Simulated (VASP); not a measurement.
Here is a VASP 6.6.1 calculation.

The input INCAR:

```
SYSTEM = TiW2
PREC = Accurate ; ENCUT = 520
EDIFF = 1E-6 ; ISMEAR = 0
SIGMA = 0.1 ; LREAL = .FALSE.
LASPH = .TRUE. ; NELM = 100
ALGO = Normal ; ISIF = 2
LWAVE = .FALSE. ; LCHARG = .TRUE.
GGA = PE ; LELF = .TRUE.
LVHAR = .TRUE. ; NBANDS = 27
```

The input KPOINTS:

```
Automatic mesh
0
G
  8 8 8
  0 0 0
```

Contents of POSCAR:

```
TiW2
1.0
   -1.5975010200      1.5975010200      4.7925030600
    1.5975010200     -1.5975010200      4.7925030600
    1.5975010200      1.5975010200     -4.7925030600
Ti W
1 2
Direct
    0.5000000000      0.5000000000      0.0000000000
    0.8333333300      0.8333333300      0.0000000000
    0.1666666700      0.1666666700      0.0000000000
```

Potentials or basis: VASP PAW PBE potentials, release 64 (Ti_sv, W_sv).

Run with:

```sh
$ cat potpaw_PBE.64/Ti_sv/POTCAR potpaw_PBE.64/W_sv/POTCAR > POTCAR
$ mpirun -np 1 vasp_std > vasp.out
```

Q: Predict the pressure.

A: -4.6 GPa.

Q: Estimate the largest force.

A: 1.189 eV/Å.

Q: Predict the band gap on the k mesh.

A: Zero (bands 20 and 21 overlap by 1.10 eV).

Stress tensor (GPa, compression positive):
```
-4.59  0.00  0.00
 0.00 -4.59  0.00
 0.00  0.00 -4.68
```

Caveat: the cell stands under tension; spin-orbit coupling is left out, which moves the levels of the heavy elements; forces of over 1 eV/Å act on the atoms, so gaps and moduli don't describe the material at rest.
